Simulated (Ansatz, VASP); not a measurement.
## Zn: VASP beside Ansatz

```
Zn
1.0
     2.57097    0.00000    0.00000
    -1.28549    2.22653    0.00000
     0.00000    0.00000    4.73619
Zn
2
Direct
  0.33333 0.66667 0.25000
  0.66667 0.33333 0.75000
```

Alike in both runs: functional LDA; k mesh 13 × 13 × 7; occupations fermi-dirac, width 0.1 eV; no spin polarisation.

Ansatz relaxed the structure, and its values are those at the end. VASP's run is a single point on that final structure, the one shown.

|  | VASP | Ansatz |
| --- | --- | --- |
| version | VASP 6.6.1 | Ansatz 0.2.0 |
| potentials or method | VASP PAW LDA potentials, release 64 (Zn), cutoff 520 eV | plane waves (420 eV) with PAW, scalar-relativistic |
| valence electrons in the cell | 24 | 24 |

```tsv
	VASP	Ansatz	Ansatz less VASP
pressure (GPa)	0.7	0.0	-0.72
```

Ansatz warns that its potentials were made for another functional, while VASP's fit it. LDA's correlation is that of Perdew and Zunger in VASP and of Perdew and Wang (1992) in Ansatz.
